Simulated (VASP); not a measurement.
# PtSe2 (P1) in VASP: single point with PBE

Aim: the single point of PtSe2 with PBE.

All numbers are computed with VASP 6.6.1; they aren't measurements. Logs are shortened: lines on timing, memory, paths and dates and some standing lists are left out, and cuts for length are marked.

## Step 1: The cell of the first run

The typed cell holds 12 atoms: a = 7.457 Å, b = 7.457 Å, c = 5.277 Å, α = 90.00°, β = 90.00°, γ = 120.00°.

## Step 2: Single point, PBE

INCAR

```
PREC = Accurate
ENCUT = 520
EDIFF = 1E-7
ISMEAR = -1
SIGMA = 0.112
LREAL = False
LASPH = True
NELM = 60
ALGO = Normal
ISIF = 2
LWAVE = False
LCHARG = False
GGA = PE
NBANDS = 56
```

KPOINTS

```
Automatic mesh
0
Gamma
  3 3 4
```

POSCAR

```
PtSe2
1.0
    7.4573199301      0.0000000000      0.0000000000
   -3.7286599650      6.4582285036      0.0000000000
    0.0000000000      0.0000000000      5.2770333951
Pt Se
4 8
Direct
   -0.0027839130     -0.0023111601     -0.0071896456
    0.0022526331      0.5101206930     -0.0054244493
    0.5119522086      0.0046090038      0.0049823448
    0.4995181458      0.4914327510      0.0051138581
    0.1521547777      0.3372471257      0.2291131985
    0.3217486587      0.1659911846      0.7598811112
    0.1603369031      0.8351299427      0.2375681384
    0.3107316750      0.6663084153      0.7677465153
    0.6793216149      0.3430158903      0.2669636317
    0.8269338550      0.1433298620      0.7497892668
    0.6847991684      0.8412012670      0.2194393920
    0.8369508063      0.6582619363      0.7757187976
```

Potentials or basis: VASP PAW PBE potentials, release 64 (Pt, Se).

Launch:

```sh
cat potpaw_PBE.64/Pt/POTCAR potpaw_PBE.64/Se/POTCAR > POTCAR
mpirun -np 1 vasp_std > vasp.out
```

OUTCAR:

```text
PREC = Accurate
   ENCUT = 520
   EDIFF = 1E-7
   ISMEAR = -1
   LREAL = False
   LASPH = True
   NELM = 60
   ISIF = 2
   GGA = PE

 ion  position               nearest neighbor table
   1  0.997  0.998  0.993-  11 2.35  10 2.41   6 2.43   7 2.47  12 2.47   5 2.53
   2  0.002  0.510  0.995-   8 2.32  12 2.33   5 2.43   7 2.46   9 2.53  10 2.70
   3  0.512  0.005  0.005-  10 2.44  11 2.45   8 2.53   7 2.58   9 2.59   6 2.62
   4  0.500  0.491  0.005-   6 2.47  12 2.49  11 2.53   9 2.53   5 2.54   8 2.66
   5  0.152  0.337  0.229-   2 2.43   1 2.53   4 2.54
   6  0.322  0.166  0.760-   1 2.43   4 2.47   3 2.62
   7  0.160  0.835  0.238-   2 2.46   1 2.47   3 2.58
   8  0.311  0.666  0.768-   2 2.32   3 2.53   4 2.66
   9  0.679  0.343  0.267-   4 2.53   2 2.53   3 2.59
  10  0.827  0.143  0.750-   1 2.41   3 2.44   2 2.70
  11  0.685  0.841  0.219-   1 2.35   3 2.45   4 2.53
  12  0.837  0.658  0.776-   2 2.33   1 2.47   4 2.49

  LATTYP: Found a hexagonal cell.
 ALAT       =     7.4573199301
 C/A-ratio  =     0.7076313534

  Lattice vectors:

 A1 = (   7.4573199301,   0.0000000000,   0.0000000000)
 A2 = (  -3.7286599650,   6.4582285036,   0.0000000000)
 A3 = (   0.0000000000,   0.0000000000,   5.2770333951)

Analysis of symmetry for initial positions (statically):
=====================================================================
 Subroutine PRICEL returns:
 Original cell was already a primitive cell.

 Routine SETGRP: Setting up the symmetry group for a
 hexagonal supercell.

 Subroutine GETGRP returns: Found  1 space group operations
 (whereof  1 operations were pure point group operations)
 out of a pool of 24 trial point group operations.

The static configuration has the point symmetry C_1 .

Analysis of symmetry for dynamics (positions and initial velocities):
=====================================================================
 Subroutine PRICEL returns:
 Original cell was already a primitive cell.

 Routine SETGRP: Setting up the symmetry group for a
 hexagonal supercell.

 Subroutine GETGRP returns: Found  1 space group operations
 (whereof  1 operations were pure point group operations)
 out of a pool of 24 trial point group operations.

The dynamic configuration has the point symmetry C_1 .

 Subroutine INISYM returns: Found  1 space group operations
[... 117 lines left out ...]
   ISIF   =      2    stress and relaxation
   ISYM   =      2    0-nonsym 1-usesym 2-fastsym
   POTIM  = 0.5000    time-step for ionic-motion
   TEBEG  =    0.0;   TEEND  =   0.0 temperature during run
   PSTRESS=    0.0 pullay stress
   NELECT =      88.0000    total number of electrons
   NUPDOWN=      -1.0000    fix difference up-down
   EMIN   =  10.00;   EMAX   =-10.00  energy-range for DOS
   EFERMI =   0.00;   METHOD = LEGACY
   ISMEAR =    -1;   SIGMA  =   0.11  broadening in eV -4-tet -1-fermi 0-gaus
   EFERMI_NEDOS =   21; number of points for ismear=-14 and -15
   IALGO  =     38    algorithm
   IMIX   =      4    mixing-type and parameters
     AMIX     =   0.40;   BMIX     =  1.00
     AMIX_MAG =   1.60;   BMIX_MAG =  1.00
  volume/ion in A,a.u.               =      21.18       142.92
  Fermi-wavevector in a.u.,A,eV,Ry     =   1.149583  2.172397 17.980662  1.321541
  Thomas-Fermi vector in A             =   2.286252
   LORBIT       =      0    0 simple, 1 ext, 2 COOP (PROOUT), +10 PAW based schemes
   GGA     = PE    functional components
   LHFCALC =     F    Hartree Fock is set to
   AEXX    =    0.0000 exact exchange contribution
   IVDW    =     0    specifies the selected vdW correction
   LEPSILON=     F    determine dielectric tensor
   LRPA    =     F    only Hartree local field effects (RPA)
 non-spin polarized calculation
  energy-cutoff  :      520.00
  volume of cell :      254.15
 maximum number of plane-waves:      6858
   NGX = 27   NGY = 27   NGZ = 19

 number of electron      87.9999994 magnetization

 Free energy of the ion-electron system (eV)
  ---------------------------------------------------
  ext. energy  EPLUGINS =         0.00000000
  ---------------------------------------------------
  free energy    TOTEN  =       -55.84238486 eV

  energy without entropy =      -55.74770341  energy(sigma->0) =      -55.79504414

 E-fermi :   5.9592     XC(G=0): -10.3403

 val. band max:        5.8333612520   @ k =   0.0000   0.3333   0.2500
 cond. band min:       6.0746607574   @ k =   0.3333   0.3333   0.0000
 fundamental gap:      0.2412995053
 Fermi energy:         5.9592210310

 k-point     1 :       0.0000    0.0000    0.0000
  band No.  band energies     occupation
      1      -9.6557      2.00000
      2      -8.0765      2.00000
      3      -7.9754      2.00000
      4      -7.7701      2.00000
      5      -7.6987      2.00000
      6      -7.6330      2.00000
[... 1110 lines left out ...]
     55      11.4574      0.00000
     56      12.0679      0.00000

------------------------ aborting loop because EDIFF is reached ----------------------------------------

  FORCE on cell =-STRESS in cart. coord.  units (eV):
  Direction    XX          YY          ZZ          XY          YZ          ZX
  --------------------------------------------------------------------------------------
  -------------------------------------------------------------------------------------
  Total       17.5395167     11.5003919     11.5028790      0.6790977     -4.8728412     -1.5058291
  in kB      110.5712398     72.4998649     72.5155441      4.2811145    -30.7189816     -9.4929294
  external PRESSURE =      85.1955496 kB  Pullay stress =       0.0000000 kB

 VOLUME and BASIS-vectors are now :
 -----------------------------------------------------------------------------
  energy-cutoff  :      520.00
  volume of cell :      254.15
      direct lattice vectors                 reciprocal lattice vectors
     7.457319930  0.000000000  0.000000000     0.134096433  0.077420612  0.000000000
    -3.728659965  6.458228504  0.000000000     0.000000000  0.154841223  0.000000000
     0.000000000  0.000000000  5.277033395     0.000000000  0.000000000  0.189500412

 POSITION                                       TOTAL-FORCE (eV/Angst)
 -----------------------------------------------------------------------------------
      3.71652      6.44330      5.23909         1.018174      0.456771     -0.026664
     -1.88527      3.29448      5.24841        -0.289903     -2.166611      1.274402
      3.80061      0.02977      0.02629        -1.559743     -0.158754      0.019417
      1.89268      3.17379      0.02699        -0.812844      0.888446     -0.019470
     -0.12281      2.17802      1.20904         1.008985     -0.250685      1.044167
      1.78046      1.07201      4.00992         1.257015      0.022319     -0.580797
     -1.91823      5.39346      1.25365         0.736530      0.525006      1.027293
     -0.16721      4.30317      4.05142         2.338189      0.693052     -1.414912
      3.78693      2.21527      1.40878        -0.186004     -0.581909     -0.402049
      5.63228      0.92566      3.95666        -0.665864      1.418889     -0.862615
      1.97021      5.43267      1.15799        -1.318439     -1.232721      1.891731
      3.78697      4.25121      4.09349        -1.526095      0.386196     -1.950503
 -----------------------------------------------------------------------------------
    total drift:                                0.000007      0.000192     -0.000047

  FREE ENERGIE OF THE ION-ELECTRON SYSTEM (eV)
  ---------------------------------------------------
  free  energy   TOTEN  =       -55.8423848572 eV

  energy  without entropy=      -55.7477034142  energy(sigma->0) =      -55.79504414
```

stdout:

```text
POSCAR found type information on POSCAR PtSe
 POSCAR found :  2 types and      12 ions
 scaLAPACK will be used
 LDA part: xc-table for (Slater+PW92), standard interpolation
 POSCAR, INCAR and KPOINTS ok, starting setup
 FFT: planning ... GRIDC
 FFT: planning ... GRID_SOFT
 FFT: planning ... GRID
 WAVECAR not read
 entering main loop
```

Run time: 8.1 min. Hardware: 1 thread of Oxide Virtual Turin-like, shared host; peak memory 0.42 GiB.

Results:

* Free energy: -55.8424 eV
* Pressure: 8.5 GPa
* Largest force: 2.819 eV/Å
* Band gap on the k mesh: zero (bands 44 and 45 overlap by 0.02 eV)

Forces in eV/Å, atoms in the order of the input:
```
Pt   1.018  0.457 -0.027
Pt  -0.290 -2.167  1.274
Pt  -1.560 -0.159  0.019
Pt  -0.813  0.888 -0.019
Se   1.009 -0.251  1.044
Se   1.257  0.022 -0.581
Se   0.737  0.525  1.027
Se   2.338  0.693 -1.415
Se  -0.186 -0.582 -0.402
Se  -0.666  1.419 -0.863
Se  -1.318 -1.233  1.892
Se  -1.526  0.386 -1.951
```

Levels at points of the mesh, in eV from the Fermi level:
| k point | band 40 | band 41 | band 42 | band 43 | band 44 | band 45 | band 46 | band 47 | band 48 | band 49 |
| --- | --- | --- | --- | --- | --- | --- | --- | --- | --- | --- |
| (0.00, 0.00, 0.00) | -2.73 | -2.38 | -1.06 | -0.81 | 0.13 | 0.71 | 0.86 | 1.04 | 1.54 | 1.84 |
| (0.00, 0.00, 0.50) | -1.58 | -1.48 | -1.29 | -1.24 | -1.12 | 1.10 | 1.18 | 1.32 | 1.47 | 1.67 |

Caveat: the cell stands under pressure; the atoms stand as in a frame of molecular dynamics; spin-orbit coupling is left out, which moves the levels of the heavy elements; forces of over 1 eV/Å act on the atoms, so gaps and moduli don't describe the material at rest.

The gap in the log of VASP goes by the Fermi energy; the results here count the filled bands.